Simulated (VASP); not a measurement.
The system is ZnS.

```xyz
2
Lattice="0.0000 2.7376 2.7376 2.7376 0.0000 2.7376 2.7376 2.7376 0.0000" Properties=species:S:1:pos:R:3 pbc="T T T"
Zn    4.1063    4.1063    4.1063
S     0.0000    0.0000    0.0000
```

This cell differs from its parent crystal: volume scaled by 1.04.

Base run:

| Quantity | Value |
| --- | --- |
| Program | VASP 6.6.1 |
| Functional | PBEsol |
| Potentials or basis | VASP PAW PBE potentials, release 64 (Zn, S) |
| Cutoff | 520 eV |
| k mesh | 9 × 9 × 9 |
| Occupations | fermi-dirac, width 0.05 eV |
| Spin | no spin polarisation |

Its results: band gap on the k mesh 1.81 eV, direct; pressure -4.3 GPa.

Problem. The run is repeated on the same cell with these changes: functional from PBEsol to BLYP; further incar settings from ALGO = Normal; EDIFF = 1e-06; NBANDS = 16 to ALGO = Normal; EDIFF = 1e-07; NBANDS = 16. What comes out?

Solution. Band gap on the k mesh 1.94 eV, direct; pressure 2.5 GPa.

Caveats: the PAW data sets were made with another functional, which shifts forces and pressure a little.

